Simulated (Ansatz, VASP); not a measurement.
Zn2CdSe3 in VASP and in Ansatz

```
Zn Cd Se
1.0
    -2.08434    2.08434    8.82145
     2.08434   -2.08434    8.82145
     2.08434    2.08434   -8.82145
Zn Cd Se
2 1 3
Direct
  0.67163 0.67163 0.00000
  0.32837 0.32837 0.00000
  0.00000 0.00000 0.00000
  0.75000 0.25000 0.50000
  0.09385 0.59385 0.50000
  0.40615 0.90615 0.50000
```

Alike in both runs: functional PBE; k mesh 4 × 4 × 4; occupations gaussian, width 0.15 eV; no spin polarisation.

Ansatz relaxed the structure, and its values are those at the end. VASP's run is a single point on that final structure, the one shown.

```csv
,VASP,Ansatz
version,VASP 6.6.1,Ansatz 0.2.0
potentials or method,"VASP PAW PBE potentials, release 64 (Zn, Cd, Se), cutoff 520 eV","scalar-relativistic, plane waves, PAW"
valence electrons in the cell,54,92
```

|  | VASP | Ansatz | Ansatz less VASP |
| --- | --- | --- | --- |
| gap on the k mesh at the Fermi level (eV) | 0.82 | 0.82 | -0.001 |
| least direct gap on the mesh (eV) | 0.82 | 0.82 | -0.001 |
| pressure (GPa) | 0.2 | 0.0 | -0.23 |
| rms of the force components (eV/Å) | 0.001 | 0.006 | +0.0047 |

VASP's potentials hold 54 valence electrons a cell and Ansatz's 92, so a difference there can come from the potentials and not from the codes.

The k mesh is coarse, so the values compare programs but aren't converged.
